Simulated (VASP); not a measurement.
# TiAl in VASP: a series of runs, part 2 of 2

VASP 6.6.1. Earlier steps stand in the parts before.

## (4) Single point, PBE (strain -0.080 along x and y, -0.040 along z)

Contents of INCAR:

```
PREC     = Accurate       # precision mode
ENCUT    = 520            # plane-wave cutoff, eV
EDIFF    = 1E-7           # SCF threshold, eV
ISMEAR   = 0              # smearing method
SIGMA    = 0.15           # smearing width, eV
LREAL    = False          # projectors in reciprocal space
LASPH    = True           # aspherical terms in the spheres
NELM     = 60             # most SCF steps
ALGO     = Fast           # electronic algorithm
ISIF     = 2              # what is computed and relaxed
LWAVE    = False          # write WAVECAR
LCHARG   = True           # write CHGCAR
GGA      = PE             # functional
LELF     = True           # ELF
LVHAR    = True         
NBANDS   = 14             # bands
```

Contents of KPOINTS:

```
regular mesh
0
Gamma
  16 16 16
```

Contents of POSCAR:

```
TiAl
1.0
    2.9247388800      0.0000000000      0.0000000000
    0.0000000000      2.9247388800      0.0000000000
    0.0000000000      0.0000000000      3.0519014400
Ti Al
1 1
Direct
    0.0000000000      0.0000000000      0.0000000000
    0.5000000000      0.5000000000      0.5000000000
```

Launch:

```sh
$ cat potpaw_PBE.64/Ti_sv/POTCAR potpaw_PBE.64/Al/POTCAR > POTCAR
$ mpirun -np 1 vasp_std > vasp.out
```

It took 5.3 min on 1 thread of AMD EPYC 7R13 (Zen 3), shared host; peak memory 0.23 GiB.

Results (log left out):

```yaml
Free_energy: -11.5331 eV
Pressure: 36.3 GPa
```

Stress tensor (GPa, compression positive):
```
35.21  0.00  0.00
 0.00 35.21  0.00
 0.00  0.00 38.62
```

Levels at points of the mesh, in eV from the Fermi level:
```tsv
k point	band 4	band 5	band 6	band 7	band 8	band 9	band 10	band 11	band 12	band 13
(0.00, 0.00, 0.00)	-32.59	-10.17	-2.06	-1.91	2.25	2.25	2.53	4.72	6.04	6.04
(0.50, 0.00, 0.00)	-32.55	-6.06	-5.74	-0.75	-0.17	0.44	2.58	4.19	6.66	9.92
(0.50, 0.50, 0.00)	-32.60	-5.44	-1.89	-1.89	-1.67	0.55	0.55	3.76	6.50	6.74
(0.00, 0.00, 0.50)	-32.56	-6.53	-5.82	-0.88	0.41	0.41	2.75	3.58	6.76	11.04
(0.50, 0.00, 0.50)	-32.53	-5.71	-2.28	-1.97	-1.74	0.93	1.04	3.49	6.06	6.56
(0.50, 0.50, 0.50)	-32.85	-3.77	-3.75	-3.75	2.01	3.45	3.56	3.76	3.76	3.83
```

Caveat: the cell differs from its parent crystal (strain -0.080 along x and y, -0.040 along z).

## (5) Single point, PBE (strain -0.040 along x and y, -0.080 along z)

Contents of INCAR:

```
PREC = Accurate ; ENCUT = 520
EDIFF = 1E-6 ; ISMEAR = 0
SIGMA = 0.15 ; LREAL = False
LASPH = True ; NELM = 100
ALGO = Fast ; ISIF = 2
LWAVE = False ; LCHARG = False
GGA = PE ; NBANDS = 14
```

Contents of KPOINTS:

```
Automatic mesh
0
Gamma
  16 16 16
```

Contents of POSCAR:

```
TiAl
1.0
    3.0519014400      0.0000000000      0.0000000000
    0.0000000000      3.0519014400      0.0000000000
    0.0000000000      0.0000000000      2.9247388800
Ti Al
1 1
Direct
    0.0000000000      0.0000000000      0.0000000000
    0.5000000000      0.5000000000      0.5000000000
```

Launch:

```sh
$ cat potpaw_PBE.64/Ti_sv/POTCAR potpaw_PBE.64/Al/POTCAR > POTCAR
$ mpirun -np 1 vasp_std > vasp.out
```

Run time: 3.3 min. Hardware: 1 thread of AMD EPYC 7R13 (Zen 3), shared host; peak memory 0.24 GiB.

Results (log left out):

* Free energy: -11.7516 eV
* Pressure: 26.9 GPa

Stress tensor (GPa, compression positive):
```
27.14  0.00  0.00
 0.00 27.14  0.00
 0.00  0.00 26.46
```

Levels at points of the mesh, in eV from the Fermi level:
| k point | band 5 | band 6 | band 7 | band 8 | band 9 | band 10 |
| --- | --- | --- | --- | --- | --- | --- |
| (0.00, 0.00, 0.00) | -9.99 | -1.93 | -1.80 | 2.04 | 2.32 | 2.32 |
| (0.50, 0.00, 0.00) | -6.36 | -5.69 | -0.79 | 0.00 | 0.59 | 2.56 |
| (0.50, 0.50, 0.00) | -5.67 | -2.25 | -2.25 | -1.73 | 1.09 | 1.09 |
| (0.00, 0.00, 0.50) | -5.89 | -5.60 | -0.65 | 0.03 | 0.03 | 2.37 |
| (0.50, 0.00, 0.50) | -5.39 | -2.15 | -1.85 | -1.64 | 0.61 | 0.73 |
| (0.50, 0.50, 0.50) | -3.62 | -3.62 | -3.61 | 1.70 | 3.37 | 3.38 |

Caveat: the cell differs from its parent crystal (strain -0.040 along x and y, -0.080 along z).

## (6) Single point, PBE (strain -0.040 along x and y, +0.000 along z)

Contents of INCAR:

```
SYSTEM = TiAl
PREC = Accurate
ENCUT = 520
EDIFF = 1E-6
ISMEAR = 0
SIGMA = 0.15
LREAL = .False.
LASPH = .True.
NELM = 100
ALGO = Fast
ISIF = 2
LWAVE = .False.
LCHARG = .False.
GGA = PE
NBANDS = 14
```

Contents of KPOINTS:

```
regular mesh
0
Gamma
  16 16 16
  0 0 0
```

Edit POSCAR of step 5 so:

```diff
@@ -4,3 +4,3 @@
     0.0000000000      3.0519014400      0.0000000000
-    0.0000000000      0.0000000000      2.9247388800
+    0.0000000000      0.0000000000      3.1790640000
 Ti Al
```

Potentials or basis: VASP PAW PBE potentials, release 64 (Ti_sv, Al).

Launch:

```sh
$ cat potpaw_PBE.64/Ti_sv/POTCAR potpaw_PBE.64/Al/POTCAR > POTCAR
$ mpirun -np 1 vasp_std > vasp.out
```

Wall time 3.1 min (1 thread of AMD EPYC 7R13 (Zen 3), shared host); peak memory 0.25 GiB.

Results (log left out):

| Item | Value |
| --- | --- |
| Free energy | -12.0351 eV |
| Pressure | 11.8 GPa |

Stress tensor (GPa, compression positive):
```
10.75  0.00  0.00
 0.00 10.75  0.00
 0.00  0.00 13.86
```

Levels at points of the mesh, in eV from the Fermi level:
```
           k point  band 5  band 6  band 7  band 8  band 9  band 10  band 11  band 12
(0.00, 0.00, 0.00)   -9.63   -1.69   -1.57    1.94    1.94     2.17     4.08     5.24
(0.50, 0.00, 0.00)   -5.99   -5.39   -0.59   -0.15    0.37     2.20     3.52     6.55
(0.50, 0.50, 0.00)   -5.05   -1.96   -1.96   -1.50    0.54     0.54     3.19     5.53
(0.00, 0.00, 0.50)   -6.40   -5.47   -0.70    0.34    0.34     2.35     3.02     6.64
(0.50, 0.00, 0.50)   -5.31   -2.30   -2.05   -1.58    0.85     0.93     2.97     5.14
(0.50, 0.50, 0.50)   -3.33   -3.33   -3.33    1.15    3.02     3.04     3.24     3.25
```

Caveat: the cell differs from its parent crystal (strain -0.040 along x and y, +0.000 along z).

## (7) The runs side by side

| cell | gap on the mesh (eV) | pressure (GPa) |
| --- | --- | --- |
| a = 2.925 Å, 2 atoms | none | 47.2 |
| a = 3.433 Å, 2 atoms | none | -15.6 |
| a = 2.925, b = 2.925, c = 3.052 Å, 2 atoms | none | 36.3 |
| a = 3.052, b = 3.052, c = 2.925 Å, 2 atoms | none | 26.9 |
| a = 3.052, b = 3.052, c = 3.179 Å, 2 atoms | none | 11.8 |

Alike in all rows: task single point; level PBE; potentials or basis VASP PAW PBE potentials, release 64 (Ti_sv, Al); no spin polarisation; k mesh 16 × 16 × 16; cutoff (eV) 520; smearing gaussian 0.15 eV.

Total energies depend on the potentials used, so only differences within one code and one set of settings carry meaning.
